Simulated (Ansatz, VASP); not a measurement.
**Two plane-wave programs on MgO**

The input INCAR:

```
PREC = Accurate
ENCUT = 520
EDIFF = 1E-6
ISMEAR = 0
SIGMA = 0.01
LREAL = False
LASPH = True
NELM = 100
ALGO = Normal
ISIF = 2
LWAVE = False
LCHARG = False
GGA = PE
NBANDS = 11
```

Contents of KPOINTS:

```
Automatic mesh
0
Gamma
  10 10 10
```

File POSCAR:

```
MgO
1.0
    0.0000000000      2.1126478249      2.1126478249
    2.1126478249      0.0000000000      2.1126478249
    2.1126478249      2.1126478249      0.0000000000
Mg O
1 1
Direct
    0.0000000000      0.0000000000      0.0000000000
    0.5000000000      0.5000000000      0.5000000000
```

Input for Ansatz:

```yaml
crystal:
  lattice:
    - [0.0, 2.1126478249, 2.1126478249]
    - [2.1126478249, 0.0, 2.1126478249]
    - [2.1126478249, 2.1126478249, 0.0]
  atoms:
    - { symbol: Mg, position: [0.0, 0.0, 0.0] }
    - { symbol: O, position: [0.5, 0.5, 0.5] }
basis:
  ecutwfc: 420
kpoints:
  mp_grid: { grid: [10, 10, 10] }
hamiltonian:
  xc: pbe
scf:
  occupations: { method: fixed }
output:
  forces: true
  stress: true
  eigenvalues: true
```

Alike in both runs: task single point; functional PBE; k mesh 10 × 10 × 10; no spin polarisation.

```csv
,VASP,Ansatz
version,VASP 6.6.1,Ansatz 0.2.0
potentials or method,"VASP PAW PBE potentials, release 64 (Mg, O), cutoff 520 eV","scalar-relativistic, plane waves, PAW"
occupations,"gaussian, width 0.01 eV",fixed
valence electrons in the cell,8,16
```

```csv
,VASP,Ansatz,Ansatz less VASP
gap on the k mesh at the Fermi level (eV),4.64,4.65,+0.017
least direct gap on the mesh (eV),4.64,4.65,+0.017
pressure (GPa),2.4,3.1,+0.74
```

VASP's potentials hold 8 valence electrons a cell and Ansatz's 16, so a difference there can come from the potentials and not from the codes.
